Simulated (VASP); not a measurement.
Runs of VASP 6.6.1 on CsAg2. The structure is that of space group P6/mmm (No. 191), or close to it. The cells are those of the table. 

```csv
cell,k mesh,gap on the mesh (eV),pressure (GPa)
"a = 4.753, b = 4.753, c = 5.175 Å, angles 90.0, 90.0, 120.0°, 3 atoms",12 × 12 × 8,none,1.9
"a = 4.850, b = 4.850, c = 5.462 Å, angles 90.0, 90.0, 120.0°, 3 atoms",6 × 6 × 4,none,0.0
"a = 4.850, b = 4.850, c = 5.462 Å, angles 90.0, 90.0, 120.0°, 3 atoms",12 × 12 × 8,none,0.0
"a = 4.893, b = 4.893, c = 5.528 Å, angles 90.0, 90.0, 120.0°, 3 atoms",12 × 12 × 8,none,(a)
"a = 4.722, b = 4.722, c = 5.070 Å, angles 90.0, 90.0, 120.0°, 3 atoms",12 × 12 × 8,none,2.8
```

Alike in all rows: task single point; level PBE; potentials or basis VASP PAW PBE potentials, release 64 (Cs_sv, Ag); no spin polarisation; cutoff (eV) 520; smearing gaussian 0.1 eV.

Task: Estimate the missing entries.

Result: (a) -0.5.

Caveats: spin-orbit coupling is left out, which moves the levels of the heavy elements.

A k mesh can miss the band edges, and the runs leave out spin-orbit coupling on Ag, Cs.

A gap of «none» marks levels without a gap at the run's occupations.
